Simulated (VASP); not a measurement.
W, 1 atom in the cell. Symmetry: Im-3m, No. 229, cubic system. The conventional cell has a = 3.165 Å, b = 3.165 Å, c = 3.165 Å, α = 90.00°, β = 90.00°, γ = 90.00°. W (site symmetry m-3m) has 14 W at 2.74 to 3.16 Å within 3.6 Å. 

| Item | Value |
| --- | --- |
| Program | VASP 6.6.1 |
| Task | single point |
| Functional | LDA |
| Potentials or basis | VASP PAW LDA potentials, release 64 (W_sv) |
| Cutoff | 520 eV |
| k mesh | 9 × 9 × 9 |
| Occupations | fermi-dirac, width 0.05 eV |
| Spin | non-collinear spin, zero start, spin-orbit coupling |
| Starting moments | [[0.0, 0.0, 0.0]] μB |
| Dipole correction | no |
| Further INCAR settings | ALGO = Normal; EDIFF = 1e-07; NBANDS = 25 |

Potentials or basis: VASP PAW LDA potentials, release 64 (W_sv).

Run with:

```console
$ cat potpaw_LDA.64/W_sv/POTCAR > POTCAR
$ mpirun -np 1 vasp_ncl > vasp.out
```

Hardware: 1 thread of Intel Xeon 8259CL, with other jobs on the host.

Problem. How long does it take, and how much memory?

Solution. Wall time 39 s on 1 thread of Intel Xeon 8259CL, on a shared host, peak memory 0.16 GiB. Counts: scf iterations 12, k points 35.
